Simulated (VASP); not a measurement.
# CdSe (F-43m) in VASP: further runs

CdSe is run at these levels: PBE; tasks: single point.

Everything below comes from runs of VASP 6.6.1. Logs are shortened: lines on timing, memory, paths and dates and some standing lists are left out, and cuts for length are marked.

**1. The cell of the first run**

Symmetry: F-43m, No. 216, cubic system. The conventional cell has a = 6.141 Å, b = 6.141 Å, c = 6.141 Å, α = 90.00°, β = 90.00°, γ = 90.00°. Within 3.5 Å of Cd (site symmetry -43m) lie 4 Se at 2.66 Å. Within 3.5 Å of Se (site symmetry -43m) lie 4 Cd at 2.66 Å.

**2. Single point, PBE**

INCAR reads:

```
SYSTEM = CdSe
ALGO     = Normal         ! electronic algorithm
EDIFF    = 1E-6           ! SCF threshold, eV
ENCUT    = 520            ! plane-wave cutoff, eV
GGA      = PE             ! functional
ISIF     = 2              ! what is computed and relaxed
ISMEAR   = 0              ! smearing method
LASPH    = .True.         ! aspherical terms in the spheres
LCHARG   = .True.         ! write CHGCAR
LELF     = .True.         ! ELF
LREAL    = .False.        ! projectors in reciprocal space
LVHAR    = .True.       
LWAVE    = .False.        ! write WAVECAR
NBANDS   = 16             ! bands
NELM     = 100            ! most SCF steps
PREC     = Accurate       ! precision mode
SIGMA    = 0.1            ! smearing width, eV
```

KPOINTS reads:

```
k-points
0
Gamma
  6 6 6
  0 0 0
```

POSCAR reads:

```
CdSe
1.0
    0.0000000000      3.0702712500      3.0702712500
    3.0702712500      0.0000000000      3.0702712500
    3.0702712500      3.0702712500      0.0000000000
Cd Se
1 1
Direct
    0.0000000000      0.0000000000      0.0000000000
    0.2500000000      0.2500000000      0.2500000000
```

Potentials or basis: VASP PAW PBE potentials, release 64 (Cd, Se).

Run with:

```console
> cat potpaw_PBE.64/Cd/POTCAR potpaw_PBE.64/Se/POTCAR > POTCAR
> mpirun -np 1 vasp_std > vasp.out
```

OUTCAR:

```text
SYSTEM = CdSe
   EDIFF = 1E-6
   ENCUT = 520
   GGA = PE
   ISIF = 2
   ISMEAR = 0
   LASPH = .True.
   LREAL = .False.
   NELM = 100
   PREC = Accurate

 ion  position               nearest neighbor table
   1  0.000  0.000  0.000-   2 2.66   2 2.66   2 2.66   2 2.66
   2  0.250  0.250  0.250-   1 2.66   1 2.66   1 2.66   1 2.66

  LATTYP: Found a face centered cubic cell.
 ALAT       =     6.1405425000

  Lattice vectors:

 A1 = (   0.0000000000,   3.0702712500,   3.0702712500)
 A2 = (   3.0702712500,   0.0000000000,   3.0702712500)
 A3 = (   3.0702712500,   3.0702712500,   0.0000000000)

Analysis of symmetry for initial positions (statically):
=====================================================================
 Subroutine PRICEL returns:
 Original cell was already a primitive cell.

 Routine SETGRP: Setting up the symmetry group for a
 face centered cubic supercell.

 Subroutine GETGRP returns: Found 24 space group operations
 (whereof 24 operations were pure point group operations)
 out of a pool of 48 trial point group operations.

The static configuration has the point symmetry T_d .

Analysis of symmetry for dynamics (positions and initial velocities):
=====================================================================
 Subroutine PRICEL returns:
 Original cell was already a primitive cell.

 Routine SETGRP: Setting up the symmetry group for a
 face centered cubic supercell.

 Subroutine GETGRP returns: Found 24 space group operations
 (whereof 24 operations were pure point group operations)
 out of a pool of 48 trial point group operations.

The dynamic configuration has the point symmetry T_d .

 Subroutine INISYM returns: Found 24 space group operations
 (whereof 24 operations are pure point group operations),
 and found     1 'primitive' translations

----------------------------------------------------------------------------------------

                                     Primitive cell

  volume of cell :      57.8842

  direct lattice vectors                    reciprocal lattice vectors
     0.000000000  3.070271250  3.070271250    -0.162852061  0.162852061  0.162852061
     3.070271250  0.000000000  3.070271250     0.162852061 -0.162852061  0.162852061
     3.070271250  3.070271250  0.000000000     0.162852061  0.162852061 -0.162852061

  length of vectors
     4.342019242  4.342019242  4.342019242     0.282068043  0.282068043  0.282068043

  position of ions in fractional coordinates (direct lattice)
     0.000000000  0.000000000  0.000000000
     0.250000000  0.250000000  0.250000000

  ion indices of the primitive-cell ions
   primitive index   ion index
                 1           1
                 2           2

----------------------------------------------------------------------------------------

 KPOINTS: k-points

Automatic generation of k-mesh.
 Grid dimensions read from file:
 generate k-points for:    6    6    6

 Generating k-lattice:

  Cartesian coordinates                     Fractional coordinates (reciprocal lattice)
    -0.027142010  0.027142010  0.027142010     0.166666667  0.000000000  0.000000000
     0.027142010 -0.027142010  0.027142010     0.000000000  0.166666667  0.000000000
     0.027142010  0.027142010 -0.027142010     0.000000000  0.000000000  0.166666667

  Length of vectors
     0.047011341  0.047011341  0.047011341

  Shift w.r.t. Gamma in fractional coordinates (k-lattice)
     0.000000000  0.000000000  0.000000000

 Subroutine IBZKPT returns following result:
 ===========================================

 Found     16 irreducible k-points:

 Following reciprocal coordinates:
            Coordinates               Weight
  0.000000  0.000000  0.000000      1.000000
  0.166667  0.000000  0.000000      8.000000
  0.333333  0.000000  0.000000      8.000000
  0.500000  0.000000  0.000000      4.000000
  0.166667  0.166667  0.000000      6.000000
  0.333333  0.166667  0.000000     24.000000
[... 8 lines left out ...]
 -0.333333  0.333333  0.166667     24.000000
 -0.333333  0.500000  0.166667     12.000000
   k-points           NKPTS =     16   k-points in BZ     NKDIM =     16   number of bands    NBANDS=     16
   number of dos      NEDOS =    301   number of ions     NIONS =      2
   total plane-waves  NPLWV =  32768
   dimension x,y,z NGX =    32 NGY =   32 NGZ =   32
   dimension x,y,z NGXF=    64 NGYF=   64 NGZF=   64
   ions per type =               1   1
   NGX,Y,Z   is equivalent  to a cutoff of  12.25, 12.25, 12.25 a.u.
   NGXF,Y,Z  is equivalent  to a cutoff of  24.50, 24.50, 24.50 a.u.
 SYSTEM =  CdSe
   PREC   = accura    normal or accurate (medium, high low for compatibility)
   ISTART =      0    job   : 0-new  1-cont  2-samecut
   ICHARG =      2    charge: 1-file 2-atom 10-const
   ISPIN  =      1    spin polarized calculation?
   LNONCOLLINEAR =      F non collinear calculations
   LSORBIT =      F    spin-orbit coupling
   LASPH  =      T    aspherical Exc in radial PAW
   ENCUT  =  520.0 eV  38.22 Ry    6.18 a.u.   8.07  8.07  8.07*2*pi/ulx,y,z
   NELM   =    100;   NELMIN=  2; NELMDL= -5     # of ELM steps
   EDIFF  = 0.1E-05   stopping-criterion for ELM
   LREAL  =      F    real-space projection
   EDIFFG = 0.1E-04   stopping-criterion for IOM
   NSW    =      0    number of steps for IOM
   IBRION =     -1    ionic relax: 0-MD 1-quasi-New 2-CG
   NFREE  =      0    steps in history (QN), initial steepest desc. (CG)
   ISIF   =      2    stress and relaxation
   ISYM   =      2    0-nonsym 1-usesym 2-fastsym
   POTIM  = 0.5000    time-step for ionic-motion
   TEBEG  =    0.0;   TEEND  =   0.0 temperature during run
   PSTRESS=    0.0 pullay stress
   NELECT =      18.0000    total number of electrons
   NUPDOWN=      -1.0000    fix difference up-down
   EMIN   =  10.00;   EMAX   =-10.00  energy-range for DOS
   EFERMI =   0.00;   METHOD = LEGACY
   ISMEAR =     0;   SIGMA  =   0.10  broadening in eV -4-tet -1-fermi 0-gaus
   EFERMI_NEDOS =   21; number of points for ismear=-14 and -15
   IALGO  =     38    algorithm
   IMIX   =      4    mixing-type and parameters
     AMIX     =   0.40;   BMIX     =  1.00
     AMIX_MAG =   1.60;   BMIX_MAG =  1.00
  volume/ion in A,a.u.               =      28.94       195.31
  Fermi-wavevector in a.u.,A,eV,Ry     =   1.109121  2.095935 16.737198  1.230149
  Thomas-Fermi vector in A             =   2.245657
   LORBIT       =      0    0 simple, 1 ext, 2 COOP (PROOUT), +10 PAW based schemes
   GGA     = PE    functional components
   LHFCALC =     F    Hartree Fock is set to
   AEXX    =    0.0000 exact exchange contribution
   IVDW    =     0    specifies the selected vdW correction
   LEPSILON=     F    determine dielectric tensor
   LRPA    =     F    only Hartree local field effects (RPA)
 non-spin polarized calculation
 Gauss-broadening in eV      SIGMA  =   0.10
  energy-cutoff  :      520.00
  volume of cell :       57.88
 maximum number of plane-waves:      1588
   NGX = 17   NGY = 17   NGZ = 17

 number of electron      18.0000008 magnetization

 Free energy of the ion-electron system (eV)
  ---------------------------------------------------
  ext. energy  EPLUGINS =         0.00000000
  ---------------------------------------------------
  free energy    TOTEN  =        -5.48654664 eV

  energy without entropy =       -5.48654614  energy(sigma->0) =       -5.48654639

 E-fermi :   1.0054     XC(G=0):  -8.7551

 val. band max:        0.7221537598   @ k =   0.0000   0.0000   0.0000
 cond. band min:       1.2697578243   @ k =   0.0000   0.0000   0.0000
 fundamental gap:      0.5476040645
 Fermi energy:         1.0054212621

 k-point     1 :       0.0000    0.0000    0.0000
  band No.  band energies     occupation
      1     -11.7143      2.00000
      2      -7.1235      2.00000
      3      -7.1235      2.00000
      4      -7.1235      2.00000
      5      -6.7793      2.00000
      6      -6.7793      2.00000
[... 8 lines left out ...]
     15      11.7547      0.00000
     16      11.7547      0.00000

 k-point     2 :       0.1667    0.0000    0.0000
  band No.  band energies     occupation
      1     -11.6285      2.00000
      2      -7.0969      2.00000
      3      -7.0969      2.00000
      4      -7.0386      2.00000
      5      -6.7801      2.00000
      6      -6.7801      2.00000
[... 8 lines left out ...]
     15      10.8139      0.00000
     16      11.1771      0.00000

 k-point     3 :       0.3333    0.0000    0.0000
  band No.  band energies     occupation
      1     -11.4542      2.00000
      2      -7.0526      2.00000
      3      -7.0526      2.00000
      4      -6.7701      2.00000
      5      -6.7701      2.00000
      6      -6.7566      2.00000
[... 8 lines left out ...]
     15      11.2276      0.00000
     16      11.2276      0.00000

 k-point     4 :       0.5000    0.0000    0.0000
  band No.  band energies     occupation
      1     -11.3664      2.00000
      2      -7.0366      2.00000
      3      -7.0366      2.00000
      4      -6.7576      2.00000
      5      -6.7576      2.00000
      6      -6.5051      2.00000
[... 8 lines left out ...]
     15      12.7716      0.00000
     16      12.7716      0.00000

 k-point     5 :       0.1667    0.1667    0.0000
  band No.  band energies     occupation
      1     -11.6001      2.00000
      2      -7.0694      2.00000
      3      -7.0694      2.00000
      4      -7.0492      2.00000
      5      -6.7947      2.00000
      6      -6.7659      2.00000
[... 8 lines left out ...]
     15      11.9918      0.00000
     16      12.2968      0.00000

 k-point     6 :       0.3333    0.1667    0.0000
  band No.  band energies     occupation
      1     -11.4559      2.00000
      2      -7.0377      2.00000
      3      -7.0176      2.00000
      4      -6.8788      2.00000
      5      -6.7541      2.00000
      6      -6.7530      2.00000
[... 8 lines left out ...]
     15      12.1541      0.00000
     16      12.4702      0.00000

 k-point     7 :       0.5000    0.1667    0.0000
  band No.  band energies     occupation
      1     -11.3399      2.00000
      2      -7.0184      2.00000
      3      -6.9970      2.00000
      4      -6.7989      2.00000
      5      -6.7535      2.00000
      6      -6.4880      2.00000
[... 8 lines left out ...]
     15      12.4920      0.00000
     16      12.8735      0.00000

 k-point     8 :      -0.3333    0.1667    0.0000
  band No.  band energies     occupation
      1     -11.3688      2.00000
      2      -7.0192      2.00000
      3      -7.0160      2.00000
      4      -6.7801      2.00000
      5      -6.7793      2.00000
      6      -6.5651      2.00000
[... 8 lines left out ...]
     15      11.6556      0.00000
     16      12.7696      0.00000

 k-point     9 :      -0.1667    0.1667    0.0000
  band No.  band energies     occupation
      1     -11.5133      2.00000
      2      -7.0659      2.00000
      3      -7.0475      2.00000
      4      -6.9060      2.00000
      5      -6.7921      2.00000
      6      -6.7558      2.00000
[... 8 lines left out ...]
     15      11.2966      0.00000
     16      12.6260      0.00000

 k-point    10 :       0.3333    0.3333    0.0000
  band No.  band energies     occupation
      1     -11.3707      2.00000
      2      -6.9498      2.00000
      3      -6.9498      2.00000
      4      -6.9316      2.00000
      5      -6.7390      2.00000
      6      -6.6798      2.00000
[... 8 lines left out ...]
     15      12.6157      0.00000
     16      14.7091      0.00000

 k-point    11 :       0.5000    0.3333    0.0000
  band No.  band energies     occupation
      1     -11.2852      2.00000
      2      -6.9634      2.00000
      3      -6.9189      2.00000
      4      -6.8700      2.00000
      5      -6.7390      2.00000
      6      -6.4582      2.00000
[... 8 lines left out ...]
     15      13.1504      0.00000
     16      13.7619      0.00000

 k-point    12 :      -0.3333    0.3333    0.0000
  band No.  band energies     occupation
      1     -11.2850      2.00000
      2      -6.9879      2.00000
      3      -6.9474      2.00000
      4      -6.8132      2.00000
      5      -6.7663      2.00000
      6      -6.3814      2.00000
[... 8 lines left out ...]
     15      11.4694      0.00000
     16      14.6891      0.00000

 k-point    13 :       0.5000    0.5000    0.0000
  band No.  band energies     occupation
      1     -11.2568      2.00000
      2      -6.9423      2.00000
      3      -6.8833      2.00000
      4      -6.8833      2.00000
      5      -6.7255      2.00000
      6      -6.4437      2.00000
[... 8 lines left out ...]
     15      13.0752      0.00000
     16      13.9838      0.00000

 k-point    14 :       0.5000    0.3333    0.1667
  band No.  band energies     occupation
      1     -11.3416      2.00000
      2      -6.9885      2.00000
      3      -6.9803      2.00000
      4      -6.8398      2.00000
      5      -6.7548      2.00000
      6      -6.5529      2.00000
[... 8 lines left out ...]
     15      12.7356      0.00000
     16      13.6888      0.00000

 k-point    15 :      -0.3333    0.3333    0.1667
  band No.  band energies     occupation
      1     -11.2850      2.00000
      2      -6.9817      2.00000
      3      -6.9565      2.00000
      4      -6.8078      2.00000
      5      -6.7687      2.00000
      6      -6.3808      2.00000
[... 8 lines left out ...]
     15      12.5239      0.00000
     16      13.6062      0.00000

 k-point    16 :      -0.3333    0.5000    0.1667
  band No.  band energies     occupation
      1     -11.2574      2.00000
      2      -6.9486      2.00000
      3      -6.9333      2.00000
      4      -6.8367      2.00000
      5      -6.7535      2.00000
      6      -6.3571      2.00000
[... 8 lines left out ...]
     15      13.4472      0.00000
     16      13.5582      0.00000

------------------------ aborting loop because EDIFF is reached ----------------------------------------

  FORCE on cell =-STRESS in cart. coord.  units (eV):
  Direction    XX          YY          ZZ          XY          YZ          ZX
  --------------------------------------------------------------------------------------
  -------------------------------------------------------------------------------------
  Total        0.5710274      0.5710274      0.5710274      0.0000000      0.0000000      0.0000000
  in kB       15.8054650     15.8054650     15.8054650      0.0000000      0.0000000      0.0000000
  external PRESSURE =      15.8054650 kB  Pullay stress =       0.0000000 kB

 VOLUME and BASIS-vectors are now :
 -----------------------------------------------------------------------------
  energy-cutoff  :      520.00
  volume of cell :       57.88
      direct lattice vectors                 reciprocal lattice vectors
     0.000000000  3.070271250  3.070271250    -0.162852061  0.162852061  0.162852061
     3.070271250  0.000000000  3.070271250     0.162852061 -0.162852061  0.162852061
     3.070271250  3.070271250  0.000000000     0.162852061  0.162852061 -0.162852061

 POSITION                                       TOTAL-FORCE (eV/Angst)
 -----------------------------------------------------------------------------------
      0.00000      0.00000      0.00000         0.000000     -0.000000      0.000000
      1.53514      1.53514      1.53514        -0.000000      0.000000     -0.000000
 -----------------------------------------------------------------------------------
    total drift:                               -0.000001     -0.000001     -0.000000

  FREE ENERGIE OF THE ION-ELECTRON SYSTEM (eV)
  ---------------------------------------------------
  free  energy   TOTEN  =        -5.4865466391 eV

  energy  without entropy=       -5.4865461413  energy(sigma->0) =       -5.48654639
```

Wall time 24 s (1 thread of AMD EPYC 7R13, shared host); peak memory 0.15 GiB.

What came out:

| Property | Result |
| --- | --- |
| Free energy | -5.4865 eV |
| Pressure | 1.6 GPa |
| Band gap on the k mesh | 0.55 eV, direct |

Levels at points of the mesh, in eV from the valence-band top:
```csv
k point,band 5,band 6,band 7,band 8,band 9,band 10,band 11,band 12,band 13,band 14
"(0.00, 0.00, 0.00)",-7.50,-7.50,0.00,0.00,0.00,0.55,5.93,5.93,5.93,9.67
"(0.50, 0.00, 0.00)",-7.48,-7.23,-4.23,-0.71,-0.71,2.35,6.43,6.43,7.34,9.97
"(0.50, 0.50, 0.00)",-7.45,-7.17,-3.95,-1.76,-1.76,3.19,3.73,8.98,10.05,10.05
```

(Part 1 of 3 ends here.)
